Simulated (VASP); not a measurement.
# Mg32O31 (a cell with a defect) in VASP: relaxation of the atoms with PBEsol

Aim: the relaxation of the atoms of Mg32O31 (a cell with a defect) with PBEsol.

Program: VASP 6.6.1. These are calculated values, not measurements. Logs are shortened: lines on timing, memory, paths and dates and some standing lists are left out, and cuts for length are marked.

## Step 1: The cell of the first run

The cell holds a defect, 63 atoms: a = 8.881 Å, b = 8.881 Å, c = 8.881 Å, α = 90.00°, β = 90.00°, γ = 90.00°.

## Step 2: Relaxation of the atoms, PBEsol

File INCAR:

```
ALGO     = Normal         # electronic algorithm
EDIFF    = 1E-6           # SCF threshold, eV
EDIFFG   = -0.03          # ionic threshold
ENCUT    = 520            # plane-wave cutoff, eV
GGA      = PS             # functional
IBRION   = 2              # ionic algorithm
ISIF     = 2              # what is computed and relaxed
ISMEAR   = 0              # smearing method
LASPH    = True           # aspherical terms in the spheres
LCHARG   = False          # write CHGCAR
LREAL    = Auto         
LWAVE    = False          # write WAVECAR
NELM     = 80             # most SCF steps
NSW      = 80             # ionic steps
PREC     = Accurate       # precision mode
SIGMA    = 0.05           # smearing width, eV
```

File KPOINTS:

```
k-points
0
Gamma
  1 1 1
```

File POSCAR:

```
Mg32O31
1.0
    8.8806000000      0.0000000000      0.0000000000
    0.0000000000      8.8806000000      0.0000000000
    0.0000000000      0.0000000000      8.8806000000
Mg O
32 31
Direct
    0.5028988000      0.0002213000      0.0010504000
    0.7511656000      0.2430867000     -0.0026488000
    0.7424575000     -0.0043768000      0.2447132000
    0.0028936000      0.0070232000      0.0004643000
    0.2455810000      0.2478372000      0.0016151000
    0.4987385000      0.5026688000      0.0043617000
    0.7496940000      0.7562221000      0.0003706000
    0.2456447000      0.0063490000      0.2448936000
    0.5019467000      0.2457219000      0.2522708000
    0.7501145000      0.4964833000      0.2465515000
    0.5006506000      0.0056709000      0.4977509000
    0.7481175000      0.2486937000      0.5053110000
    0.7483259000      0.0003135000      0.7541578000
    0.0038233000      0.5013102000     -0.0051663000
    0.2510629000      0.7514484000     -0.0051344000
    0.0032486000      0.2536520000      0.2522181000
    0.2497717000      0.4937919000      0.2444599000
    0.4959388000      0.7566953000      0.2532782000
   -0.0075136000      0.0009364000      0.4977575000
    0.2554919000      0.2504026000      0.4991917000
    0.4990227000      0.4997549000      0.5003169000
    0.7444435000      0.7497410000      0.4982524000
    0.2492303000     -0.0036283000      0.7451100000
    0.4991847000      0.2503368000      0.7485035000
    0.7521542000      0.4971986000      0.7506824000
    0.0011129000      0.7521104000      0.2508588000
   -0.0014320000      0.4992306000      0.4999617000
    0.2472027000      0.7497441000      0.5028489000
    0.0031060000      0.2561672000      0.7458046000
    0.2516367000      0.5014842000      0.7527700000
    0.5003675000      0.7497799000      0.7501799000
    0.0036709000      0.7475059000      0.7563024000
    0.7489938000      0.2540256000      0.2530851000
    0.0000153000      0.4996935000      0.2502951000
    0.0006735000      0.2520665000      0.4995160000
    0.2482380000      0.2508814000      0.2514263000
    0.5023186000      0.4971852000      0.2527137000
    0.7472048000      0.7466498000      0.2499231000
    0.0070703000     -0.0045114000      0.2547523000
    0.4975270000      0.2490312000      0.4941969000
    0.7423245000      0.5051160000      0.5051683000
    0.0014254000      0.7496257000      0.4988263000
    0.7477795000      0.2451852000      0.7519498000
    0.0027326000      0.4978130000      0.7510031000
    0.0013476000      0.2545343000     -0.0011776000
    0.2534809000      0.7459472000      0.2506914000
    0.4984434000      0.0024252000      0.2522647000
    0.2543008000      0.4981029000      0.4962148000
    0.5030773000      0.7556409000      0.4999721000
    0.2485786000      0.2485855000      0.7490365000
    0.4944710000      0.4979024000      0.7479375000
    0.7522351000      0.7495076000      0.7508672000
   -0.0009954000      0.0097689000      0.7429853000
    0.4947419000      0.2525632000      0.0010677000
    0.7493784000      0.4977507000      0.0027197000
   -0.0046148000      0.7527290000     -0.0001754000
    0.2474787000      0.0002746000      0.4962279000
    0.2507128000      0.7492972000      0.7538668000
    0.4983537000     -0.0010128000      0.7482112000
    0.2494539000      0.5008410000      0.0039665000
    0.4990497000      0.7479479000     -0.0007580000
    0.7483711000      0.0020812000      0.0027669000
    0.2507868000      0.0021735000      0.0019767000
```

Potentials or basis: VASP PAW PBE potentials, release 64 (Mg, O).

On the command line:

```sh
cat potpaw_PBE.64/Mg/POTCAR potpaw_PBE.64/O/POTCAR > POTCAR
mpirun -np 1 vasp_gam > vasp.out
```

OUTCAR:

```text
EDIFF = 1E-6
   EDIFFG = -0.03
   ENCUT = 520
   GGA = PS
   IBRION = 2
   ISIF = 2
   ISMEAR = 0
   LASPH = True
   LREAL = Auto
   NELM = 80
   NSW = 80
   PREC = Accurate

 ion  position               nearest neighbor table
   1  0.503  0.000  0.001-  62 2.18  47 2.23  63 2.24  61 2.24  54 2.24  59 2.25   3 3.03   7 3.08
                             2 3.08  13 3.09  18 3.11   9 3.12  15 3.14  31 3.15   8 3.15  24 3.16
   2  0.751  0.243  0.997-  62 2.14  43 2.18  45 2.22  55 2.26  33 2.27  54 2.28  13 3.05   4 3.06
                             1 3.08   3 3.11  25 3.15  24 3.15  10 3.16  29 3.16   9 3.17  16 3.18
   3  0.742  0.996  0.245-  62 2.15  47 2.17  38 2.21  33 2.30  39 2.35   1 3.03   7 3.04  18 3.05
                             9 3.08   2 3.11  11 3.11  22 3.14  26 3.16  19 3.16   4 3.17  12 3.23
   4  0.003  0.007  0.000-  45 2.20  63 2.20  56 2.26  62 2.26  39 2.26  53 2.29   5 3.04   8 3.06
                             2 3.06  16 3.13  13 3.15  23 3.15  29 3.16  15 3.16  32 3.16   7 3.16
   5  0.246  0.248  0.002-  45 2.17  63 2.18  54 2.21  36 2.22  50 2.24  60 2.25   4 3.04   8 3.04
                            17 3.07  16 3.10  14 3.11  29 3.13  30 3.16   1 3.17  24 3.18   9 3.18
   6  0.499  0.503  0.004-  61 2.18  37 2.21  60 2.21  54 2.22  55 2.23  51 2.28  17 3.07  10 3.10
                            15 3.12  30 3.13  31 3.15  18 3.16   7 3.17   9 3.17  25 3.18   5 3.19
   7  0.750  0.756  0.000-  56 2.18  62 2.18  52 2.22  38 2.22  61 2.23  55 2.30   3 3.04  13 3.08
                             1 3.08  32 3.13  31 3.14  26 3.15   4 3.16   6 3.17  10 3.18  18 3.18
   8  0.246  0.006  0.245-  39 2.12  63 2.16  36 2.17  57 2.23  47 2.25  46 2.31   5 3.04   4 3.06
                            16 3.08   9 3.12  20 3.13  26 3.13  18 3.14   1 3.15  15 3.17  19 3.18
   9  0.502  0.246  0.252-  40 2.15  47 2.16  33 2.20  54 2.23  37 2.23  36 2.25  11 3.05   3 3.08
[... 76 lines left out ...]
  62  0.748  0.002  0.003-   2 2.14   3 2.15   1 2.18   7 2.18  13 2.21   4 2.26
  63  0.251  0.002  0.002-   8 2.16   5 2.18   4 2.20  15 2.23   1 2.24  23 2.28

  LATTYP: Found a simple cubic cell.
 ALAT       =     8.8806000000

  Lattice vectors:

 A1 = (   8.8806000000,   0.0000000000,   0.0000000000)
 A2 = (   0.0000000000,   8.8806000000,   0.0000000000)
 A3 = (   0.0000000000,   0.0000000000,   8.8806000000)

Analysis of symmetry for initial positions (statically):
=====================================================================
 Subroutine PRICEL returns:
 Original cell was already a primitive cell.

 Routine SETGRP: Setting up the symmetry group for a
 simple cubic supercell.

 Subroutine GETGRP returns: Found  1 space group operations
 (whereof  1 operations were pure point group operations)
 out of a pool of 48 trial point group operations.

The static configuration has the point symmetry C_1 .

Analysis of symmetry for dynamics (positions and initial velocities):
=====================================================================
 Subroutine PRICEL returns:
 Original cell was already a primitive cell.

 Routine SETGRP: Setting up the symmetry group for a
 simple cubic supercell.

 Subroutine GETGRP returns: Found  1 space group operations
 (whereof  1 operations were pure point group operations)
 out of a pool of 48 trial point group operations.

The dynamic configuration has the point symmetry C_1 .

 Subroutine INISYM returns: Found  1 space group operations
 (whereof  1 operations are pure point group operations),
 and found     1 'primitive' translations

----------------------------------------------------------------------------------------

                                     Primitive cell

  volume of cell :     700.3690

  direct lattice vectors                    reciprocal lattice vectors
     8.880600000  0.000000000  0.000000000     0.112605004  0.000000000  0.000000000
     0.000000000  8.880600000  0.000000000     0.000000000  0.112605004  0.000000000
     0.000000000  0.000000000  8.880600000     0.000000000  0.000000000  0.112605004

[... 170 lines left out ...]
   NGXF,Y,Z  is equivalent  to a cutoff of  26.21, 26.21, 26.21 a.u.
 SYSTEM =  unknown system
   PREC   = accura    normal or accurate (medium, high low for compatibility)
   ISTART =      0    job   : 0-new  1-cont  2-samecut
   ICHARG =      2    charge: 1-file 2-atom 10-const
   ISPIN  =      1    spin polarized calculation?
   LNONCOLLINEAR =      F non collinear calculations
   LSORBIT =      F    spin-orbit coupling
   LASPH  =      T    aspherical Exc in radial PAW
   ENCUT  =  520.0 eV  38.22 Ry    6.18 a.u.  16.51 16.51 16.51*2*pi/ulx,y,z
   NELM   =     80;   NELMIN=  2; NELMDL= -5     # of ELM steps
   EDIFF  = 0.1E-05   stopping-criterion for ELM
   LREAL  =      T    real-space projection
   EDIFFG = -.3E-01   stopping-criterion for IOM
   NSW    =     80    number of steps for IOM
   IBRION =      2    ionic relax: 0-MD 1-quasi-New 2-CG
   NFREE  =      1    steps in history (QN), initial steepest desc. (CG)
   ISIF   =      2    stress and relaxation
   ISYM   =      2    0-nonsym 1-usesym 2-fastsym
   POTIM  = 0.5000    time-step for ionic-motion
   TEBEG  =    0.0;   TEEND  =   0.0 temperature during run
   PSTRESS=    0.0 pullay stress
   NELECT =     250.0000    total number of electrons
   NUPDOWN=      -1.0000    fix difference up-down
   EMIN   =  10.00;   EMAX   =-10.00  energy-range for DOS
   EFERMI =   0.00;   METHOD = LEGACY
   ISMEAR =     0;   SIGMA  =   0.05  broadening in eV -4-tet -1-fermi 0-gaus
   EFERMI_NEDOS =   21; number of points for ismear=-14 and -15
   IALGO  =     38    algorithm
   IMIX   =      4    mixing-type and parameters
     AMIX     =   0.40;   BMIX     =  1.00
     AMIX_MAG =   1.60;   BMIX_MAG =  1.00
  volume/ion in A,a.u.               =      11.12        75.02
  Fermi-wavevector in a.u.,A,eV,Ry     =   1.161304  2.194546 18.349179  1.348627
  Thomas-Fermi vector in A             =   2.297877
   LORBIT       =      0    0 simple, 1 ext, 2 COOP (PROOUT), +10 PAW based schemes
   GGA     = PS    functional components
   LHFCALC =     F    Hartree Fock is set to
   AEXX    =    0.0000 exact exchange contribution
   IVDW    =     0    specifies the selected vdW correction
   LEPSILON=     F    determine dielectric tensor
   LRPA    =     F    only Hartree local field effects (RPA)
 conjugate gradient relaxation of ions
 non-spin polarized calculation
 Gauss-broadening in eV      SIGMA  =   0.05
  energy-cutoff  :      520.00
  volume of cell :      700.37
 maximum number of plane-waves:      9427
 NGX is ok and might be reduce to    70
   NGX = 33   NGY = 33   NGZ = 33

--------------------------------------- Ionic step        1  -------------------------------------------

 number of electron     250.0000007 magnetization

 Free energy of the ion-electron system (eV)
  ---------------------------------------------------
  ext. energy  EPLUGINS =         0.00000000
  ---------------------------------------------------
  free energy    TOTEN  =      -381.46180689 eV

  energy without entropy =     -381.46180689  energy(sigma->0) =     -381.46180689

------------------------ aborting loop because EDIFF is reached ----------------------------------------

  FORCE on cell =-STRESS in cart. coord.  units (eV):
  Direction    XX          YY          ZZ          XY          YZ          ZX
  --------------------------------------------------------------------------------------
  -------------------------------------------------------------------------------------
  Total      -74.3713817    -74.4716224    -74.3449626      0.0210137      0.1937991      0.0003243
  in kB     -170.1333702   -170.3626827   -170.0729334      0.0480714      0.4433385      0.0007419
  external PRESSURE =    -170.1896621 kB  Pullay stress =       0.0000000 kB
[... 272 lines left out ...]
  FREE ENERGIE OF THE ION-ELECTRON SYSTEM (eV)
  ---------------------------------------------------
  free  energy   TOTEN  =      -382.1074840770 eV

  energy  without entropy=     -382.1074840770  energy(sigma->0) =     -382.10748408

[... ionic steps 4 to 7 ...]

--------------------------------------- Ionic step        8  -------------------------------------------

 number of electron     250.0000176 magnetization

------------------------ aborting loop because EDIFF is reached ----------------------------------------
[... 189 lines left out ...]
--------------------------------------- Ionic step       10  -------------------------------------------

 number of electron     250.0000183 magnetization

 Free energy of the ion-electron system (eV)
  ---------------------------------------------------
  ext. energy  EPLUGINS =         0.00000000
  ---------------------------------------------------
  free energy    TOTEN  =      -382.31586411 eV

  energy without entropy =     -382.31586411  energy(sigma->0) =     -382.31586411

 E-fermi :   4.2160     XC(G=0): -10.5071

 val. band max:        3.9682316646   @ k =   0.0000   0.0000   0.0000
 cond. band min:       5.9119973684   @ k =   0.0000   0.0000   0.0000
 fundamental gap:      1.9437657038
 Fermi energy:         4.2159585582

 k-point     1 :       0.0000    0.0000    0.0000
  band No.  band energies     occupation
      1     -14.5467      2.00000
      2     -14.0637      2.00000
      3     -14.0627      2.00000
      4     -13.9690      2.00000
      5     -13.9688      2.00000
      6     -13.9684      2.00000
[... 129 lines left out ...]
    136       9.0744      0.00000
    137       9.0759      0.00000
 [bands above 137 left out]

------------------------ aborting loop because EDIFF is reached ----------------------------------------

  FORCE on cell =-STRESS in cart. coord.  units (eV):
  Direction    XX          YY          ZZ          XY          YZ          ZX
  --------------------------------------------------------------------------------------
  -------------------------------------------------------------------------------------
  Total      -73.0173049    -72.9722362    -72.9784213     -0.0139050      0.0019023     -0.0033925
  in kB     -167.0357588   -166.9326587   -166.9468080     -0.0318093      0.0043518     -0.0077608
  external PRESSURE =    -166.9717418 kB  Pullay stress =       0.0000000 kB
[... 78 lines left out ...]
  FREE ENERGIE OF THE ION-ELECTRON SYSTEM (eV)
  ---------------------------------------------------
  free  energy   TOTEN  =      -382.3158641058 eV

  energy  without entropy=     -382.3158641058  energy(sigma->0) =     -382.31586411

 reached required accuracy - stopping structural energy minimisation
```

It took 42 min on 1 thread of Intel Xeon Platinum 8375C at 2.90GHz (Ice Lake), shared host; peak memory 0.76 GiB.

What came out:

```yaml
Free_energy: -382.3159 eV
Energy_gained_by_relaxing: 13.6 meV/atom
Ionic_steps: 10
Pressure_after_relaxing: -16.7 GPa
Largest_force_after_relaxing: 0.021 eV/Å
Band_gap_on_the_k_mesh: 1.94 eV
```

Forces in eV/Å, atoms in the order of the input:
```
Mg   0.006 -0.001  0.002
Mg  -0.008  0.003  0.004
Mg  -0.006 -0.001 -0.001
Mg  -0.009 -0.006  0.002
Mg   0.003 -0.005 -0.005
Mg   0.001  0.004  0.000
Mg   0.003  0.005  0.003
Mg   0.004 -0.008 -0.003
Mg  -0.010  0.014  0.000
Mg   0.001 -0.011  0.002
Mg   0.003  0.005 -0.005
Mg   0.004  0.003 -0.007
Mg  -0.004 -0.004  0.002
Mg  -0.005  0.010  0.006
Mg   0.002 -0.001  0.004
Mg   0.017  0.009 -0.010
Mg  -0.010  0.002  0.006
Mg  -0.015 -0.007 -0.007
Mg   0.007  0.009  0.003
Mg   0.000 -0.003  0.006
Mg   0.001 -0.002 -0.002
Mg  -0.001 -0.002  0.001
Mg   0.012 -0.001  0.004
Mg  -0.002  0.017  0.007
Mg   0.007  0.003 -0.017
Mg   0.014 -0.001 -0.005
Mg  -0.001 -0.005 -0.006
Mg  -0.004  0.004 -0.002
Mg   0.001  0.005  0.013
Mg  -0.008 -0.004 -0.004
Mg  -0.010 -0.012  0.005
Mg   0.008 -0.013  0.007
O    0.002  0.005  0.000
O    0.003  0.002  0.008
O   -0.003 -0.010 -0.003
O   -0.001 -0.002 -0.012
O   -0.007  0.008 -0.007
O    0.007 -0.004  0.008
O    0.007 -0.003 -0.003
O   -0.004 -0.004  0.004
O    0.017  0.000 -0.005
O    0.002  0.011 -0.007
O    0.001 -0.003  0.001
O   -0.007  0.000  0.002
O   -0.003  0.001  0.004
O   -0.001 -0.007  0.001
O    0.010 -0.002  0.001
O   -0.004  0.004  0.003
O    0.006  0.004 -0.002
O   -0.004 -0.003  0.011
O   -0.002 -0.001  0.000
O   -0.001  0.002  0.000
O    0.003 -0.002  0.006
O   -0.002  0.010  0.000
O   -0.003  0.000 -0.006
O   -0.005  0.001 -0.006
O   -0.011 -0.004  0.009
O   -0.005 -0.001  0.007
O    0.009  0.004 -0.003
O   -0.001  0.001 -0.002
O    0.006 -0.008 -0.006
O   -0.006 -0.002 -0.010
O   -0.004 -0.002  0.001
```

Step by step:
| step | energy change (eV) | largest force (eV/Å) | pressure (GPa) |
| --- | --- | --- | --- |
| 1 | 0.0000 | 1.1930 | -17.02 |
| 2 | -0.5671 | 0.6558 | -16.99 |
| 3 | -0.6457 | 0.3883 | -16.89 |
| 4 | -0.7658 | 0.2411 | -16.82 |
| 5 | -0.8173 | 0.1782 | -16.66 |
| 6 | -0.8423 | 0.0823 | -16.68 |
| 7 | -0.8462 | 0.0839 | -16.68 |
| 8 | -0.8514 | 0.0462 | -16.69 |
| 9 | -0.8521 | 0.0426 | -16.70 |
| 10 | -0.8541 | 0.0215 | -16.70 |

Final structure:
```
CELL_PARAMETERS angstrom
8.88060 0.00000 0.00000
0.00000 8.88060 0.00000
0.00000 0.00000 8.88060
ATOMIC_POSITIONS crystal
Mg 0.49622 0.00048 0.00001
Mg 0.74988 0.25320 0.99987
Mg 0.74984 0.00041 0.23767
Mg 0.00291 0.00059 0.00000
Mg 0.24950 0.25134 0.00021
Mg 0.49856 0.50016 0.00007
Mg 0.74959 0.74734 0.99993
Mg 0.24944 0.00056 0.24727
Mg 0.49995 0.24991 0.25005
Mg 0.74944 0.50051 0.24679
Mg 0.48731 0.00022 0.50007
Mg 0.74932 0.26272 0.50031
Mg 0.74982 0.00051 0.76231
Mg 0.00084 0.50008 0.99986
Mg 0.24955 0.74959 0.00007
Mg 0.99910 0.25046 0.25047
Mg 0.24994 0.50031 0.24900
Mg 0.49985 0.75067 0.25000
Mg 0.01161 0.00008 0.49981
Mg 0.24967 0.25360 0.49971
Mg 0.49672 0.50038 0.50005
Mg 0.74948 0.73802 0.50015
Mg 0.24924 0.00043 0.75271
Mg 0.49944 0.24988 0.74990
Mg 0.74928 0.50028 0.75353
Mg 0.99937 0.75013 0.24994
Mg 0.00265 0.50054 0.50022
Mg 0.24977 0.74714 0.49991
Mg 0.99979 0.25047 0.74946
Mg 0.24999 0.50050 0.75098
Mg 0.49970 0.75076 0.75006
Mg 0.99951 0.75044 0.74994
O 0.74962 0.25062 0.24961
O 0.99935 0.50037 0.24994
O 0.99990 0.25107 0.50007
O 0.24954 0.25035 0.25044
O 0.49989 0.50022 0.25009
O 0.74940 0.75007 0.24935
O 0.99971 0.00044 0.24994
O 0.49950 0.25061 0.49999
O 0.74913 0.50041 0.50020
O 0.99978 0.74959 0.50009
O 0.74955 0.25075 0.75044
O 0.99972 0.50036 0.74995
O 0.99971 0.25026 0.99987
O 0.24960 0.75060 0.25013
O 0.49908 0.00048 0.24966
O 0.24986 0.50041 0.49987
O 0.49928 0.75002 0.50005
O 0.24972 0.25033 0.74949
O 0.49966 0.50040 0.75013
O 0.74959 0.75002 0.75063
O 0.99996 0.00043 0.75003
O 0.49959 0.24991 0.00002
O 0.74960 0.50027 0.00004
O 0.99975 0.75049 0.00007
O 0.24960 0.00036 0.49976
O 0.24964 0.75056 0.74971
O 0.49903 0.00029 0.75039
O 0.24975 0.50025 0.00010
O 0.49955 0.75073 0.00011
O 0.74995 0.00052 0.00006
O 0.24947 0.00052 0.00000
```

Caveat: the k points lie up to 0.71 Å⁻¹ apart; the PAW data sets were made with another functional, which shifts forces and pressure a little.
